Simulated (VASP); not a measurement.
Input of a VASP 6.6.1 run:

Contents of INCAR:

```
SYSTEM = RbBr
PREC = Accurate
ENCUT = 520
EDIFF = 1E-7
ISMEAR = -1
SIGMA = 0.02
LREAL = .False.
LASPH = .True.
NELM = 100
ALGO = Normal
ISIF = 2
LWAVE = .False.
LCHARG = .False.
GGA = PE
NBANDS = 15
```

The input KPOINTS:

```
Automatic mesh
0
Gamma
  6 6 6
  0 0 0
```

Contents of POSCAR:

```
RbBr
1.0
    0.0000000000      3.3811767539      3.3811767539
    3.3811767539      0.0000000000      3.3811767539
    3.3811767539      3.3811767539      0.0000000000
Rb Br
1 1
Direct
    0.0000000000      0.0000000000      0.0000000000
    0.5000000000      0.5000000000      0.5000000000
```

Potentials or basis: VASP PAW PBE potentials, release 64 (Rb_sv, Br).

The run is started by

```sh
$ cat potpaw_PBE.64/Rb_sv/POTCAR potpaw_PBE.64/Br/POTCAR > POTCAR
$ mpirun -np 1 vasp_std > vasp.out
```

Q: What does it give for the pressure?

A: 1.8 GPa.

Q: Estimate the band gap on the k mesh.

A: 4.47 eV.
